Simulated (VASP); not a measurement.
A run of VASP 6.6.1:

INCAR

```
PREC = Accurate ; ENCUT = 520
EDIFF = 1E-6 ; ISMEAR = 0
SIGMA = 0.1 ; LREAL = F
LASPH = T ; NELM = 60
ALGO = Normal ; ISIF = 2
LWAVE = F ; LCHARG = F
GGA = PE ; NBANDS = 27
```

File KPOINTS:

```
regular mesh
0
Gamma
  8 8 6
```

The input POSCAR:

```
HgPI3
1.0
    5.4530511534      0.0000000000      0.0000000000
    0.0000000000      5.4530511534      0.0000000000
    0.0000000000      0.0000000000      7.8306627543
Hg P I
1 1 3
Direct
    0.5000000000      0.5000000000      0.5615646807
    0.0000000000      0.0000000000      0.2812640720
    0.5000000000      0.5000000000      0.9031426862
    0.0000000000      0.5000000000      0.3570142806
    0.5000000000      0.0000000000      0.3570142806
```

Potentials or basis: VASP PAW PBE potentials, release 64 (Hg, P, I).

Command:

```console
$ cat potpaw_PBE.64/Hg/POTCAR potpaw_PBE.64/P/POTCAR potpaw_PBE.64/I/POTCAR > POTCAR
$ mpirun -np 1 vasp_std > vasp.out
```

Hardware: 1 thread of Intel(R) Xeon(R) 6975P-C (Granite Rapids), with other jobs on the host.

Q: How long does it take, and how much memory?

A: Run time: 3.9 min on 1 thread of Intel(R) Xeon(R) 6975P-C (Granite Rapids), with other jobs on the host, peak memory 0.56 GiB. Counts: scf iterations 15, k points 60.
